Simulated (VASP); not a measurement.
# CsCl (Pm-3m) in VASP: further runs, part 2 of 2

VASP 6.6.1.

## Step 4: Single point, r2SCAN (37.52 Å³/atom)

This run uses another cell than the first one, of 37.52 Å³/atom.

Contents of POSCAR:

```
CsCl
1.0
    4.2179673562      0.0000000000      0.0000000000
    0.0000000000      4.2179673562      0.0000000000
    0.0000000000      0.0000000000      4.2179673562
Cs Cl
1 1
Direct
    0.0000000000      0.0000000000      0.0000000000
    0.5000000000      0.5000000000      0.5000000000
```

Contents of INCAR.step1:

```
PREC     = Accurate       # precision mode
ENCUT    = 550            # plane-wave cutoff, eV
ISMEAR   = 0              # smearing method
SIGMA    = 0.01           # smearing width, eV
LREAL    = F              # projectors in reciprocal space
LASPH    = T              # aspherical terms in the spheres
NELM     = 120            # most SCF steps
NBANDS   = 15             # bands
GGA      = PE             # functional
ALGO     = Normal         # electronic algorithm
EDIFF    = 1E-5           # SCF threshold, eV
LWAVE    = T              # write WAVECAR
LCHARG   = F              # write CHGCAR
GGA_COMPAT= F
```

Contents of INCAR.step2:

```
PREC     = Accurate       # precision mode
ENCUT    = 550            # plane-wave cutoff, eV
EDIFF    = 1E-6           # SCF threshold, eV
ISMEAR   = 0              # smearing method
SIGMA    = 0.01           # smearing width, eV
LREAL    = F              # projectors in reciprocal space
LASPH    = T              # aspherical terms in the spheres
NELM     = 120            # most SCF steps
ALGO     = Normal         # electronic algorithm
ISIF     = 2              # what is computed and relaxed
LWAVE    = F              # write WAVECAR
LCHARG   = F              # write CHGCAR
METAGGA  = R2SCAN         # meta-GGA
LMIXTAU  = T            
NBANDS   = 15             # bands
ISTART   = 1            
GGA_COMPAT= F
```

Contents of KPOINTS:

```
regular mesh
0
Gamma
  6 6 6
```

Potentials or basis: VASP PAW PBE potentials, release 64 (Cs_sv, Cl).

Started as:

```bash
$ cat potpaw_PBE.64/Cs_sv/POTCAR potpaw_PBE.64/Cl/POTCAR > POTCAR
$ cp INCAR.step1 INCAR
$ mpirun -np 1 vasp_std > vasp.out
$ cp INCAR.step2 INCAR
$ mpirun -np 1 vasp_std > vasp.out
```

OUTCAR:

```text
PREC = Accurate
   ENCUT = 550
   EDIFF = 1E-6
   ISMEAR = 0
   LREAL = F
   LASPH = T
   NELM = 120
   ISIF = 2
   METAGGA = R2SCAN
   ISTART = 1

 ion  position               nearest neighbor table
   1  0.000  0.000  0.000-
   2  0.500  0.500  0.500-

  LATTYP: Found a simple cubic cell.
 ALAT       =     4.2179673562

  Lattice vectors:

[... 536 lines left out ...]
     13       9.8755      0.00000
     14       9.8755      0.00000
     15      11.5817      0.00000

------------------------ aborting loop because EDIFF is reached ----------------------------------------

  FORCE on cell =-STRESS in cart. coord.  units (eV):
  Direction    XX          YY          ZZ          XY          YZ          ZX
  --------------------------------------------------------------------------------------
  -------------------------------------------------------------------------------------
  Total       -0.4011172     -0.4011172     -0.4011172      0.0000000      0.0000000      0.0000000
  in kB       -8.5639122     -8.5639122     -8.5639122      0.0000000      0.0000000      0.0000000
  external PRESSURE =      -8.5639122 kB  Pullay stress =       0.0000000 kB

 VOLUME and BASIS-vectors are now :
 -----------------------------------------------------------------------------
  energy-cutoff  :      550.00
  volume of cell :       75.04
      direct lattice vectors                 reciprocal lattice vectors
     4.217967356  0.000000000  0.000000000     0.237081019  0.000000000  0.000000000
     0.000000000  4.217967356  0.000000000     0.000000000  0.237081019  0.000000000
     0.000000000  0.000000000  4.217967356     0.000000000  0.000000000  0.237081019

 POSITION                                       TOTAL-FORCE (eV/Angst)
 -----------------------------------------------------------------------------------
      0.00000      0.00000      0.00000         0.000000      0.000000      0.000000
      2.10898      2.10898      2.10898         0.000000      0.000000      0.000000
 -----------------------------------------------------------------------------------
    total drift:                                0.000000      0.000000     -0.000000

  FREE ENERGIE OF THE ION-ELECTRON SYSTEM (eV)
  ---------------------------------------------------
  free  energy   TOTEN  =       -35.5148194045 eV

  energy  without entropy=      -35.5148194045  energy(sigma->0) =      -35.51481940
```

OSZICAR.step1:

```text
N       E                     dE             d eps       ncg     rms          rms(c)
DAV:   1     0.945174702836E+02    0.94517E+02   -0.68618E+03   600   0.950E+02
DAV:   2     0.491096288436E+00   -0.94026E+02   -0.88015E+02   890   0.158E+02
DAV:   3    -0.691162859231E+01   -0.74027E+01   -0.73778E+01   775   0.502E+01
DAV:   4    -0.698063678854E+01   -0.69008E-01   -0.69001E-01   761   0.588E+00
DAV:   5    -0.698149424893E+01   -0.85746E-03   -0.85744E-03   817   0.666E-01    0.233E+00
DAV:   6    -0.658903258526E+01    0.39246E+00   -0.45396E-01   740   0.363E+00    0.166E+00
DAV:   7    -0.654075604030E+01    0.48277E-01   -0.14426E-01   761   0.198E+00    0.110E+00
DAV:   8    -0.654136971641E+01   -0.61368E-03   -0.19024E-02   712   0.874E-01    0.231E-01
DAV:   9    -0.654109740970E+01    0.27231E-03   -0.27971E-03   761   0.276E-01    0.106E-01
DAV:  10    -0.654134821746E+01   -0.25081E-03   -0.37929E-04   691   0.140E-01    0.119E-02
DAV:  11    -0.654135667222E+01   -0.84548E-05   -0.19425E-05   723   0.296E-02
   1 F= -.65413567E+01 E0= -.65413567E+01  d E =-.561514E-91
```

Run time: 90 s. Hardware: 1 thread of Intel Xeon 8259CL, shared host; peak memory 0.19 GiB.

What came out:

| Property | Result |
| --- | --- |
| Free energy | -35.5148 eV |
| Pressure | -0.9 GPa |
| Band gap on the k mesh | 5.73 eV |

Levels at points of the mesh, in eV from the valence-band top:
| k point | band 5 | band 6 | band 7 | band 8 | band 9 | band 10 | band 11 | band 12 |
| --- | --- | --- | --- | --- | --- | --- | --- | --- |
| (0.00, 0.00, 0.00) | -6.14 | 0.00 | 0.00 | 0.00 | 5.73 | 5.95 | 5.95 | 10.50 |
| (0.50, 0.00, 0.00) | -6.03 | -1.02 | -0.18 | -0.18 | 6.91 | 7.97 | 9.19 | 9.88 |
| (0.50, 0.50, 0.00) | -5.96 | -0.42 | -0.42 | -0.03 | 6.49 | 6.58 | 8.55 | 8.55 |
| (0.50, 0.50, 0.50) | -6.60 | -0.94 | -0.94 | -0.94 | 8.88 | 8.88 | 8.88 | 10.91 |

Caveat: the PAW data sets were made with another functional, which shifts forces and pressure a little; spin-orbit coupling is left out, which moves the levels of the heavy elements. A k mesh can miss the band edges.

## Step 5: Overview

| cell | gap on the mesh (eV) | pressure (GPa) |
| --- | --- | --- |
| a = 4.137 Å, 2 atoms | 5.91 | 0.1 |
| a = 4.178 Å, 2 atoms | 5.86 | -0.4 |
| a = 4.218 Å, 2 atoms | 5.73 | -0.9 |

Alike in all rows: task single point; level r2SCAN; potentials or basis VASP PAW PBE potentials, release 64 (Cs_sv, Cl); no spin polarisation; k mesh 6 × 6 × 6; cutoff (eV) 550; smearing gaussian 0.01 eV.

Caveats: the PAW data sets were made with another functional, which shifts forces and pressure a little; spin-orbit coupling is left out, which moves the levels of the heavy elements.

Absolute energies hang on the potentials; compare differences alone.
